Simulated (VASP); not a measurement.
# SiGe (P6_3mc) in VASP: further runs, part 2 of 2

VASP 6.6.1.

### 3 Single point, r2SCAN (strain +0.050 along x and y, -0.050 along z)

POSCAR reads:

```
SiGe
1.0
    4.0996738635      0.0000000000      0.0000000000
   -2.0498369318      3.5504217130      0.0000000000
    0.0000000000      0.0000000000      6.1282438500
Si Ge
2 2
Direct
    0.6666666667      0.3333333333      0.8746070000
    0.3333333333      0.6666666667      0.3746070000
    0.6666666667      0.3333333333      0.5003920000
    0.3333333333      0.6666666667      0.0003920000
```

INCAR.step1 reads:

```
ALGO = Normal
EDIFF = 1E-4
ENCUT = 520
GGA = PE
ISMEAR = 0
LASPH = True
LCHARG = False
LREAL = False
LWAVE = True
NBANDS = 26
NELM = 100
PREC = Accurate
SIGMA = 0.05
```

INCAR.step2 reads:

```
ALGO = Normal
EDIFF = 1E-7
ENCUT = 520
ISIF = 2
ISMEAR = 0
ISTART = 1
LASPH = True
LCHARG = False
LMIXTAU = True
LREAL = False
LWAVE = False
METAGGA = R2SCAN
NBANDS = 26
NELM = 100
PREC = Accurate
SIGMA = 0.05
```

KPOINTS reads:

```
k-points
0
Gamma
  12 12 4
```

Potentials or basis: VASP PAW PBE potentials, release 64 (Si, Ge_d).

Launch:

```
$ cat potpaw_PBE.64/Si/POTCAR potpaw_PBE.64/Ge_d/POTCAR > POTCAR
$ cp INCAR.step1 INCAR
$ mpirun -np 1 vasp_std > vasp.out
$ cp INCAR.step2 INCAR
$ mpirun -np 1 vasp_std > vasp.out
```

OUTCAR:

```text
EDIFF = 1E-7
   ENCUT = 520
   ISIF = 2
   ISMEAR = 0
   ISTART = 1
   LASPH = True
   LREAL = False
   METAGGA = R2SCAN
   NELM = 100
   PREC = Accurate

 ion  position               nearest neighbor table
   1  0.667  0.333  0.875-   3 2.29   4 2.49   4 2.49   4 2.49
   2  0.333  0.667  0.375-   4 2.29   3 2.49   3 2.49   3 2.49
   3  0.667  0.333  0.500-   1 2.29   2 2.49   2 2.49   2 2.49
   4  0.333  0.667  0.000-   2 2.29   1 2.49   1 2.49   1 2.49

  LATTYP: Found a hexagonal cell.
 ALAT       =     4.0996738635
 C/A-ratio  =     1.4948125275

  Lattice vectors:

 A1 = (   4.0996738635,   0.0000000000,   0.0000000000)
 A2 = (  -2.0498369318,   3.5504217130,   0.0000000000)
 A3 = (   0.0000000000,   0.0000000000,   6.1282438500)

Analysis of symmetry for initial positions (statically):
=====================================================================
 Subroutine PRICEL returns:
 Original cell was already a primitive cell.

 Routine SETGRP: Setting up the symmetry group for a
 hexagonal supercell.

 Subroutine GETGRP returns: Found 12 space group operations
 (whereof  6 operations were pure point group operations)
 out of a pool of 24 trial point group operations.

The static configuration has the point symmetry C_3v.
 The point group associated with its full space group is C_6v.

Analysis of symmetry for dynamics (positions and initial velocities):
=====================================================================
 Subroutine PRICEL returns:
 Original cell was already a primitive cell.

 Routine SETGRP: Setting up the symmetry group for a
 hexagonal supercell.

 Subroutine GETGRP returns: Found 12 space group operations
 (whereof  6 operations were pure point group operations)
 out of a pool of 24 trial point group operations.

[... 121 lines left out ...]
   EFERMI_NEDOS =   21; number of points for ismear=-14 and -15
   IALGO  =     38    algorithm
   IMIX   =      4    mixing-type and parameters
     AMIX     =   0.40;   BMIX     =  1.00
     AMIX_MAG =   1.60;   BMIX_MAG =  1.00
  volume/ion in A,a.u.               =      22.30       150.49
  Fermi-wavevector in a.u.,A,eV,Ry     =   1.209819  2.286227 19.914346  1.463663
  Thomas-Fermi vector in A             =   2.345385
   LORBIT       =      0    0 simple, 1 ext, 2 COOP (PROOUT), +10 PAW based schemes
   METAGGA = R2SCAN    functional components
   LHFCALC =     F    Hartree Fock is set to
   AEXX    =    0.0000 exact exchange contribution
   IVDW    =     0    specifies the selected vdW correction
   LEPSILON=     F    determine dielectric tensor
   LRPA    =     F    only Hartree local field effects (RPA)
 non-spin polarized calculation
 Gauss-broadening in eV      SIGMA  =   0.05
  energy-cutoff  :      520.00
  volume of cell :       89.20
 maximum number of plane-waves:      2429
   NGX = 15   NGY = 15   NGZ = 23

 number of electron      35.9999958 magnetization

 Free energy of the ion-electron system (eV)
  ---------------------------------------------------
  ext. energy  EPLUGINS =         0.00000000
  ---------------------------------------------------
  free energy    TOTEN  =       -44.74612750 eV

  energy without entropy =      -44.74593506  energy(sigma->0) =      -44.74603128

 E-fermi :   4.9949     XC(G=0): -10.1521

 val. band max:        4.9599711157   @ k =   0.0833  -0.0000   0.0000
 cond. band min:       5.0953292819   @ k =   0.0000   0.0000   0.0000
 fundamental gap:      0.1353581662
 Fermi energy:         4.9948559303

 k-point     1 :       0.0000    0.0000    0.0000
  band No.  band energies     occupation
      1     -20.1846      2.00000
      2     -20.1824      2.00000
      3     -20.1701      2.00000
      4     -20.1700      2.00000
      5     -20.1673      2.00000
      6     -20.1673      2.00000
[... 685 lines left out ...]
     25      12.1289      0.00000
     26      12.2090      0.00000

 [... further k-points ...]

------------------------ aborting loop because EDIFF is reached ----------------------------------------

  FORCE on cell =-STRESS in cart. coord.  units (eV):
  Direction    XX          YY          ZZ          XY          YZ          ZX
  --------------------------------------------------------------------------------------
  -------------------------------------------------------------------------------------
  Total       -5.1487960     -5.1487960      6.8203729      0.0000000      0.0000000      0.0000000
  in kB      -92.4806723    -92.4806723    122.5048868      0.0000000      0.0000000      0.0000000
  external PRESSURE =     -20.8188193 kB  Pullay stress =       0.0000000 kB

 VOLUME and BASIS-vectors are now :
 -----------------------------------------------------------------------------
  energy-cutoff  :      520.00
  volume of cell :       89.20
      direct lattice vectors                 reciprocal lattice vectors
     4.099673863  0.000000000  0.000000000     0.243921842  0.140828341  0.000000000
    -2.049836932  3.550421713  0.000000000     0.000000000  0.281656682  0.000000000
     0.000000000  0.000000000  6.128243850     0.000000000  0.000000000  0.163178885

 POSITION                                       TOTAL-FORCE (eV/Angst)
 -----------------------------------------------------------------------------------
      2.04984      1.18347      5.35980         0.000000      0.000000      1.125170
     -0.00000      2.36695      2.29568        -0.000000      0.000000      1.125170
      2.04984      1.18347      3.06652         0.000000     -0.000000     -1.125170
     -0.00000      2.36695      0.00240        -0.000000      0.000000     -1.125170
 -----------------------------------------------------------------------------------
    total drift:                               -0.000001     -0.000001     -0.002128

  FREE ENERGIE OF THE ION-ELECTRON SYSTEM (eV)
  ---------------------------------------------------
  free  energy   TOTEN  =       -44.7461274950 eV

  energy  without entropy=      -44.7459350563  energy(sigma->0) =      -44.74603128
```

OSZICAR.step1:

```text
N       E                     dE             d eps       ncg     rms          rms(c)
DAV:   1     0.267160615291E+03    0.26716E+03   -0.17690E+04  3436   0.291E+03
DAV:   2     0.236931600984E+02   -0.24347E+03   -0.23456E+03  3012   0.639E+02
DAV:   3    -0.178654908510E+02   -0.41559E+02   -0.41095E+02  3612   0.154E+02
DAV:   4    -0.195873075129E+02   -0.17218E+01   -0.17186E+01  3616   0.349E+01
DAV:   5    -0.196236669391E+02   -0.36359E-01   -0.36350E-01  3630   0.564E+00    0.544E+00
DAV:   6    -0.194466225689E+02    0.17704E+00   -0.95986E-02  3542   0.214E+00    0.324E+00
DAV:   7    -0.193626623009E+02    0.83960E-01   -0.19352E-01  3700   0.267E+00    0.242E-01
DAV:   8    -0.193656711977E+02   -0.30089E-02   -0.23475E-02  3576   0.121E+00    0.164E-01
DAV:   9    -0.193663251280E+02   -0.65393E-03   -0.11875E-03  3510   0.267E-01    0.103E-01
DAV:  10    -0.193666671388E+02   -0.34201E-03   -0.32179E-04  2840   0.987E-02    0.219E-02
DAV:  11    -0.193667158827E+02   -0.48744E-04   -0.63018E-05  2438   0.520E-02
   1 F= -.19366716E+02 E0= -.19366599E+02  d E =-.234597E-03
```

Wall time 7 min (1 thread of Intel Xeon 6975P-C, shared host); peak memory 0.28 GiB.

Results:

* Free energy: -44.7461 eV
* Pressure: -2.1 GPa
* Largest force: 1.125 eV/Å
* Band gap on the k mesh: zero (band 18 reaches 5.10 eV, above the bottom of band 19 at 4.92 eV)

Forces in eV/Å, atoms in the order of the input:
```
Si   0.000  0.000  1.125
Si   0.000  0.000  1.125
Ge   0.000  0.000 -1.125
Ge   0.000  0.000 -1.125
```

Levels at points of the mesh, in eV from the Fermi level:
```csv
k point,band 14,band 15,band 16,band 17,band 18,band 19,band 20,band 21,band 22,band 23
"(0.00, 0.00, 0.00)",-2.08,-2.08,-0.36,-0.32,0.10,0.10,1.52,1.70,1.70,4.19
"(0.50, 0.00, 0.00)",-6.02,-4.81,-3.48,-3.07,-1.26,0.28,2.42,3.20,3.75,6.01
"(0.00, 0.00, 0.50)",-4.29,-1.29,-1.29,-1.29,-1.29,0.76,0.76,3.07,3.07,3.07
"(0.50, 0.00, 0.50)",-7.60,-2.64,-2.64,-2.25,-2.25,0.92,0.92,2.64,2.64,6.21
```

Caveat: the cell differs from its parent crystal (strain +0.050 along x and y, -0.050 along z); the PAW data sets were made with another functional, which shifts forces and pressure a little.
